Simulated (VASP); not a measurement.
Here is a VASP 6.6.1 calculation.

Contents of INCAR:

```
SYSTEM = Ru
PREC = Accurate ; ENCUT = 600
EDIFF = 1E-6 ; ISMEAR = 0
SIGMA = 0.1 ; LREAL = .FALSE.
LASPH = .TRUE. ; NELM = 100
ALGO = Fast ; ISIF = 3
LWAVE = .FALSE. ; LCHARG = .FALSE.
GGA = PS ; IBRION = 2
NSW = 100 ; EDIFFG = -0.005
```

The input KPOINTS:

```
Automatic mesh
0
G
  18 18 10
  0 0 0
```

The input POSCAR:

```
Ru
1.0
    2.7057993342      0.0000000000      0.0000000000
   -1.3528996671      2.3432909610      0.0000000000
    0.0000000000      0.0000000000      4.2819000000
Ru
2
Direct
    0.3333333333      0.6666666667      0.2500000000
    0.6666666667      0.3333333333      0.7500000000
```

Potentials or basis: VASP PAW PBE potentials, release 64 (Ru_pv).

Command:

```console
$ cat potpaw_PBE.64/Ru_pv/POTCAR > POTCAR
$ mpirun -np 1 vasp_std > vasp.out
```

Q: Estimate the space group after relaxing (to 0.05 Å).

A: P6_3/mmc (No. 194).

Q: Estimate the band gap on the k mesh.

A: Zero (band 14 reaches 14.58 eV, above the bottom of band 15 at 11.36 eV).

Step by step:
```csv
step,energy change (eV),largest force (eV/Å),pressure (GPa),volume (Å³)
1,0.0000,0.0000,-6.39,27.15
2,0.1010,0.0000,24.33,25.08
3,-0.0107,0.0000,-0.09,26.64
4,-0.0107,0.0000,-0.04,26.63
5,-0.0107,0.0000,0.10,26.62
6,-0.0107,0.0000,-0.32,26.65
7,-0.0107,0.0000,0.03,26.63
```

Caveat: the PAW data sets were made with another functional, which shifts forces and pressure a little.
